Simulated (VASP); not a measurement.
# Sr in VASP: further runs

Runs on Sr. Level: PBE. Tasks: single point, relaxation of cell and atoms.

Program: VASP 6.6.1. These are calculated values, not measurements. Logs are shortened: lines on timing, memory, paths and dates and some standing lists are left out, and cuts for length are marked.

### 1 The cell of the first run

It takes space group P6_3/mmc (No. 194, hexagonal). The conventional cell has a = 4.326 Å, b = 4.326 Å, c = 7.091 Å, α = 90.00°, β = 90.00°, γ = 120.00°. Within 5.7 Å of Sr (site symmetry -6m2) lie 12 Sr at 4.33 to 4.34 Å.

### 2 Single point, PBE (volume scaled by 1.04)

The input, INCAR:

```
PREC = Accurate
ENCUT = 520
EDIFF = 1E-6
ISMEAR = -1
SIGMA = 0.08
LREAL = F
LASPH = T
NELM = 80
ALGO = Normal
ISIF = 2
LWAVE = F
LCHARG = T
GGA = PE
LELF = T
LVHAR = T
NBANDS = 17
```

The input, KPOINTS:

```
Automatic mesh
0
Gamma
  11 11 6
```

The input, POSCAR:

```
Sr
1.0
    4.3258072930      0.0000000000      0.0000000000
   -2.1629036465      3.7462590076      0.0000000000
    0.0000000000      0.0000000000      7.0907807681
Sr
2
Direct
    0.3333333333      0.6666666667      0.2500000000
    0.6666666667      0.3333333333      0.7500000000
```

Potentials or basis: VASP PAW PBE potentials, release 64 (Sr_sv).

Launch:

```
$ cat potpaw_PBE.64/Sr_sv/POTCAR > POTCAR
$ mpirun -np 1 vasp_std > vasp.out
```

OUTCAR:

```text
PREC = Accurate
   ENCUT = 520
   EDIFF = 1E-6
   ISMEAR = -1
   LREAL = F
   LASPH = T
   NELM = 80
   ISIF = 2
   GGA = PE

 ion  position               nearest neighbor table
   1  0.333  0.667  0.250-   2 4.34   2 4.34   2 4.34   2 4.34   2 4.34   2 4.34
   2  0.667  0.333  0.750-   1 4.34   1 4.34   1 4.34   1 4.34   1 4.34   1 4.34

  LATTYP: Found a hexagonal cell.
 ALAT       =     4.3258072930
 C/A-ratio  =     1.6391809176

  Lattice vectors:

 A1 = (   4.3258072930,   0.0000000000,   0.0000000000)
 A2 = (  -2.1629036465,   3.7462590076,   0.0000000000)
 A3 = (   0.0000000000,   0.0000000000,   7.0907807681)

Analysis of symmetry for initial positions (statically):
=====================================================================
 Subroutine PRICEL returns:
 Original cell was already a primitive cell.

 Routine SETGRP: Setting up the symmetry group for a
 hexagonal supercell.

 Subroutine GETGRP returns: Found 24 space group operations
 (whereof 12 operations were pure point group operations)
 out of a pool of 24 trial point group operations.

The static configuration has the point symmetry D_3d.
 The point group associated with its full space group is D_6h.

Analysis of symmetry for dynamics (positions and initial velocities):
=====================================================================
 Subroutine PRICEL returns:
 Original cell was already a primitive cell.

 Routine SETGRP: Setting up the symmetry group for a
 hexagonal supercell.

 Subroutine GETGRP returns: Found 24 space group operations
 (whereof 12 operations were pure point group operations)
 out of a pool of 24 trial point group operations.

The dynamic configuration has the point symmetry D_3d.
 The point group associated with its full space group is D_6h.

 Subroutine INISYM returns: Found 24 space group operations
 (whereof 12 operations are pure point group operations),
 and found     1 'primitive' translations

----------------------------------------------------------------------------------------

                                     Primitive cell

  volume of cell :     114.9103

  direct lattice vectors                    reciprocal lattice vectors
     4.325807293  0.000000000  0.000000000     0.231170723  0.133466479  0.000000000
    -2.162903647  3.746259008  0.000000000     0.000000000  0.266932958  0.000000000
     0.000000000  0.000000000  7.090780768     0.000000000  0.000000000  0.141028193

  length of vectors
     4.325807293  4.325807293  7.090780768     0.266932958  0.266932958  0.141028193

  position of ions in fractional coordinates (direct lattice)
     0.333333333  0.666666667  0.250000000
     0.666666667  0.333333333  0.750000000

  ion indices of the primitive-cell ions
   primitive index   ion index
                 1           1
                 2           2

----------------------------------------------------------------------------------------

 KPOINTS: Automatic mesh

Automatic generation of k-mesh.
 Grid dimensions read from file:
 generate k-points for:   11   11    6

 Generating k-lattice:

  Cartesian coordinates                     Fractional coordinates (reciprocal lattice)
     0.021015520  0.012133316  0.000000000     0.090909091  0.000000000  0.000000000
     0.000000000  0.024266633  0.000000000     0.000000000  0.090909091  0.000000000
     0.000000000  0.000000000  0.023504699     0.000000000  0.000000000  0.166666667

  Length of vectors
     0.024266633  0.024266633  0.023504699

  Shift w.r.t. Gamma in fractional coordinates (k-lattice)
     0.000000000  0.000000000  0.000000000

 Subroutine IBZKPT returns following result:
 ===========================================

 Found     64 irreducible k-points:

 Following reciprocal coordinates:
            Coordinates               Weight
  0.000000  0.000000  0.000000      1.000000
  0.090909  0.000000  0.000000      6.000000
  0.181818  0.000000  0.000000      6.000000
  0.272727  0.000000  0.000000      6.000000
  0.363636  0.000000  0.000000      6.000000
  0.454545 -0.000000  0.000000      6.000000
[... 16 lines left out ...]
  0.090909  0.090909  0.166667     12.000000
  0.181818  0.090909  0.166667     24.000000
 [... further k-points ...]
   k-points           NKPTS =     64   k-points in BZ     NKDIM =     64   number of bands    NBANDS=     17
   number of dos      NEDOS =    301   number of ions     NIONS =      2
   total plane-waves  NPLWV =  55296
   dimension x,y,z NGX =    32 NGY =   32 NGZ =   54
   dimension x,y,z NGXF=    64 NGYF=   64 NGZF=  108
   ions per type =               2
   NGX,Y,Z   is equivalent  to a cutoff of  12.30, 12.30, 12.66 a.u.
   NGXF,Y,Z  is equivalent  to a cutoff of  24.60, 24.60, 25.32 a.u.
 SYSTEM =  unknown system
   PREC   = accura    normal or accurate (medium, high low for compatibility)
   ISTART =      0    job   : 0-new  1-cont  2-samecut
   ICHARG =      2    charge: 1-file 2-atom 10-const
   ISPIN  =      1    spin polarized calculation?
   LNONCOLLINEAR =      F non collinear calculations
   LSORBIT =      F    spin-orbit coupling
   LASPH  =      T    aspherical Exc in radial PAW
   ENCUT  =  520.0 eV  38.22 Ry    6.18 a.u.   8.04  8.04 13.18*2*pi/ulx,y,z
   NELM   =     80;   NELMIN=  2; NELMDL= -5     # of ELM steps
   EDIFF  = 0.1E-05   stopping-criterion for ELM
   LREAL  =      F    real-space projection
   EDIFFG = 0.1E-04   stopping-criterion for IOM
   NSW    =      0    number of steps for IOM
   IBRION =     -1    ionic relax: 0-MD 1-quasi-New 2-CG
   NFREE  =      0    steps in history (QN), initial steepest desc. (CG)
   ISIF   =      2    stress and relaxation
   ISYM   =      2    0-nonsym 1-usesym 2-fastsym
   POTIM  = 0.5000    time-step for ionic-motion
   TEBEG  =    0.0;   TEEND  =   0.0 temperature during run
   PSTRESS=    0.0 pullay stress
   NELECT =      20.0000    total number of electrons
   NUPDOWN=      -1.0000    fix difference up-down
   EMIN   =  10.00;   EMAX   =-10.00  energy-range for DOS
   EFERMI =   0.00;   METHOD = LEGACY
   ISMEAR =    -1;   SIGMA  =   0.08  broadening in eV -4-tet -1-fermi 0-gaus
   EFERMI_NEDOS =   21; number of points for ismear=-14 and -15
   IALGO  =     38    algorithm
   IMIX   =      4    mixing-type and parameters
     AMIX     =   0.40;   BMIX     =  1.00
     AMIX_MAG =   1.60;   BMIX_MAG =  1.00
  volume/ion in A,a.u.               =      57.46       387.73
  Fermi-wavevector in a.u.,A,eV,Ry     =   0.914040  1.727285 11.367245  0.835469
  Thomas-Fermi vector in A             =   2.038621
   LORBIT       =      0    0 simple, 1 ext, 2 COOP (PROOUT), +10 PAW based schemes
   GGA     = PE    functional components
   LHFCALC =     F    Hartree Fock is set to
   AEXX    =    0.0000 exact exchange contribution
   IVDW    =     0    specifies the selected vdW correction
   LEPSILON=     F    determine dielectric tensor
   LRPA    =     F    only Hartree local field effects (RPA)
 non-spin polarized calculation
  energy-cutoff  :      520.00
  volume of cell :      114.91
 maximum number of plane-waves:      3114
   NGX = 17   NGY = 17   NGZ = 27

 number of electron      20.0000000 magnetization

 Free energy of the ion-electron system (eV)
  ---------------------------------------------------
  ext. energy  EPLUGINS =         0.00000000
  ---------------------------------------------------
  free energy    TOTEN  =        -3.29154570 eV

  energy without entropy =       -3.23484444  energy(sigma->0) =       -3.26319507

 E-fermi :   1.4354     XC(G=0):  -7.2192

 val. band max:        1.4324715117   @ k =   0.1818   0.0909   0.0000
 cond. band min:       1.4371971018   @ k =   0.2727   0.0000   0.0000
 fundamental gap:      0.0047255901
 Fermi energy:         1.4354114961

 k-point     1 :       0.0000    0.0000    0.0000
  band No.  band energies     occupation
      1     -35.2630      2.00000
      2     -35.2519      2.00000
      3     -17.3200      2.00000
      4     -17.1815      2.00000
      5     -17.1815      2.00000
      6     -17.1588      2.00000
[... 9 lines left out ...]
     16       4.0832      0.00000
     17       4.5889      0.00000

 k-point     2 :       0.0909    0.0000    0.0000
  band No.  band energies     occupation
      1     -35.2622      2.00000
      2     -35.2515      2.00000
      3     -17.3156      2.00000
      4     -17.1917      2.00000
      5     -17.1847      2.00000
      6     -17.1694      2.00000
[... 9 lines left out ...]
     16       4.1907      0.00000
     17       4.4025      0.00000

 k-point     3 :       0.1818    0.0000    0.0000
  band No.  band energies     occupation
      1     -35.2600      2.00000
      2     -35.2505      2.00000
      3     -17.3033      2.00000
      4     -17.2191      2.00000
      5     -17.1973      2.00000
      6     -17.1931      2.00000
[... 9 lines left out ...]
     16       4.1852      0.00000
     17       4.1966      0.00000

 k-point     4 :       0.2727    0.0000    0.0000
  band No.  band energies     occupation
      1     -35.2570      2.00000
      2     -35.2492      2.00000
      3     -17.2852      2.00000
      4     -17.2552      2.00000
      5     -17.2329      2.00000
      6     -17.2038      2.00000
[... 9 lines left out ...]
     16       4.5621      0.00000
     17       4.6416      0.00000

 k-point     5 :       0.3636    0.0000    0.0000
  band No.  band energies     occupation
      1     -35.2540      2.00000
      2     -35.2483      2.00000
      3     -17.2885      2.00000
      4     -17.2652      2.00000
      5     -17.2648      2.00000
      6     -17.2134      2.00000
[... 9 lines left out ...]
     16       4.9931      0.00000
     17       5.2396      0.00000

 k-point     6 :       0.4545   -0.0000    0.0000
  band No.  band energies     occupation
      1     -35.2520      2.00000
      2     -35.2480      2.00000
      3     -17.3083      2.00000
      4     -17.2834      2.00000
      5     -17.2496      2.00000
      6     -17.2190      2.00000
[... 9 lines left out ...]
     16       5.4539      0.00000
     17       6.0010      0.00000

 k-point     7 :       0.0909    0.0909    0.0000
  band No.  band energies     occupation
      1     -35.2607      2.00000
      2     -35.2508      2.00000
      3     -17.3073      2.00000
      4     -17.2085      2.00000
      5     -17.1968      2.00000
      6     -17.1828      2.00000
[... 9 lines left out ...]
     16       4.0576      0.00000
     17       4.2630      0.00000

 k-point     8 :       0.1818    0.0909    0.0000
  band No.  band energies     occupation
      1     -35.2581      2.00000
      2     -35.2497      2.00000
      3     -17.2920      2.00000
      4     -17.2378      2.00000
      5     -17.2240      2.00000
      6     -17.1973      2.00000
[... 9 lines left out ...]
     16       4.3149      0.00000
     17       4.4411      0.00000
[... 203 lines left out ...]
      1     -35.2593      2.00000
      2     -35.2511      2.00000
      3     -17.2959      2.00000
      4     -17.2160      2.00000
      5     -17.2033      2.00000
      6     -17.1913      2.00000
[... 9 lines left out ...]
     16       4.2460      0.00000
     17       4.4814      0.00000

 k-point    20 :       0.2727    0.0000    0.1667
  band No.  band energies     occupation
      1     -35.2564      2.00000
      2     -35.2498      2.00000
      3     -17.2863      2.00000
      4     -17.2471      2.00000
      5     -17.2371      2.00000
      6     -17.2017      2.00000
[... 9 lines left out ...]
     16       4.5728      0.00000
     17       4.6333      0.00000

 k-point    21 :       0.3636    0.0000    0.1667
  band No.  band energies     occupation
      1     -35.2536      2.00000
      2     -35.2487      2.00000
      3     -17.2973      2.00000
      4     -17.2724      2.00000
      5     -17.2480      2.00000
      6     -17.2110      2.00000
[... 9 lines left out ...]
     16       4.9694      0.00000
     17       5.1082      0.00000

 k-point    22 :       0.4545   -0.0000    0.1667
  band No.  band energies     occupation
      1     -35.2517      2.00000
      2     -35.2483      2.00000
      3     -17.3136      2.00000
      4     -17.2903      2.00000
      5     -17.2385      2.00000
      6     -17.2165      2.00000
[... 9 lines left out ...]
     16       5.3856      0.00000
     17       5.5232      0.00000

 k-point    23 :       0.0909    0.0909    0.1667
  band No.  band energies     occupation
      1     -35.2600      2.00000
      2     -35.2515      2.00000
      3     -17.2989      2.00000
      4     -17.2059      2.00000
      5     -17.1985      2.00000
      6     -17.1860      2.00000
[... 9 lines left out ...]
     16       4.1995      0.00000
     17       4.5221      0.00000

 k-point    24 :       0.1818    0.0909    0.1667
  band No.  band energies     occupation
      1     -35.2575      2.00000
      2     -35.2502      2.00000
      3     -17.2883      2.00000
      4     -17.2333      2.00000
      5     -17.2268      2.00000
      6     -17.1978      2.00000
[... 9 lines left out ...]
     16       4.3539      0.00000
     17       4.5753      0.00000

 [... further k-points ...]
[... 5 lines left out ...]
  --------------------------------------------------------------------------------------
  -------------------------------------------------------------------------------------
  Total       -0.2959697     -0.2959697     -0.2969928      0.0000000      0.0000000      0.0000000
  in kB       -4.1266609     -4.1266609     -4.1409254      0.0000000      0.0000000      0.0000000
  external PRESSURE =      -4.1314158 kB  Pullay stress =       0.0000000 kB

 VOLUME and BASIS-vectors are now :
 -----------------------------------------------------------------------------
  energy-cutoff  :      520.00
  volume of cell :      114.91
      direct lattice vectors                 reciprocal lattice vectors
     4.325807293  0.000000000  0.000000000     0.231170723  0.133466479  0.000000000
    -2.162903647  3.746259008  0.000000000     0.000000000  0.266932958  0.000000000
     0.000000000  0.000000000  7.090780768     0.000000000  0.000000000  0.141028193

 POSITION                                       TOTAL-FORCE (eV/Angst)
 -----------------------------------------------------------------------------------
     -0.00000      2.49751      1.77270         0.000000      0.000000      0.000000
      2.16290      1.24875      5.31809        -0.000000      0.000000      0.000000
 -----------------------------------------------------------------------------------
    total drift:                               -0.000000      0.000000     -0.000000

  FREE ENERGIE OF THE ION-ELECTRON SYSTEM (eV)
  ---------------------------------------------------
  free  energy   TOTEN  =        -3.2915456971 eV

  energy  without entropy=       -3.2348444394  energy(sigma->0) =       -3.26319507
```

Wall time 76 s (1 thread of Intel Xeon Platinum 8259CL at 2.50GHz (Skylake/Cascade Lake), shared host); peak memory 0.28 GiB.

What came out:

- Free energy: -3.2915 eV
- Pressure: -0.4 GPa
- Band gap on the k mesh: zero (band 10 reaches 1.57 eV, above the bottom of band 11 at 1.42 eV)

(Continued in part 2 of 2.)
